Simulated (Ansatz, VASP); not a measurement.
Two plane-wave programs on ZnSe

```
Zn Se
1.0
     0.00000   -2.83380   -2.83380
     0.00000    2.83380   -2.83380
     5.66760    0.00000    0.00000
Zn Se
2 2
Direct
  0.50000 0.50000 0.55293
  0.00000 0.00000 0.94707
  0.00000 0.50000 0.25000
  0.50000 0.00000 0.75000
```

Change from the starting cell: mode 7 (199.6 1/cm) frozen in, largest displacement -0.300 Å.

Alike in both runs: task single point; functional r2SCAN; k mesh 8 × 8 × 6; occupations gaussian, width 0.05 eV; no spin polarisation.

|  | VASP | Ansatz |
| --- | --- | --- |
| version | VASP 6.6.1 | Ansatz 0.2.0 |
| potentials or method | VASP PAW PBE potentials, release 64 (Zn, Se), cutoff 520 eV | scalar-relativistic, plane waves, PAW |
| valence electrons in the cell | 36 | 56 |

Ansatz gave:

| Property | Result |
| --- | --- |
| gap on the k mesh at the Fermi level (eV) | 1.20 |
| least direct gap on the mesh (eV) | 1.20 |
| pressure (GPa) | 2.2 |
| traceless stress, the component that is largest in VASP (GPa) | -3.36 |
| rms of the force components (eV/Å) | 1.134 |

Question: What did VASP give for the same quantities?

Answer: gap on the k mesh at the Fermi level (eV): 1.19; least direct gap on the mesh (eV): 1.19; pressure (GPa): 2.4; traceless stress, the component that is largest in VASP (GPa): -3.42; rms of the force components (eV/Å): 1.144.

VASP's potentials were made for PBE, not for r2SCAN. Atom by atom the forces differ by 0.010 eV/Å (rms over components). VASP's potentials hold 36 valence electrons a cell and Ansatz's 56, so a difference there can come from the potentials and not from the codes.
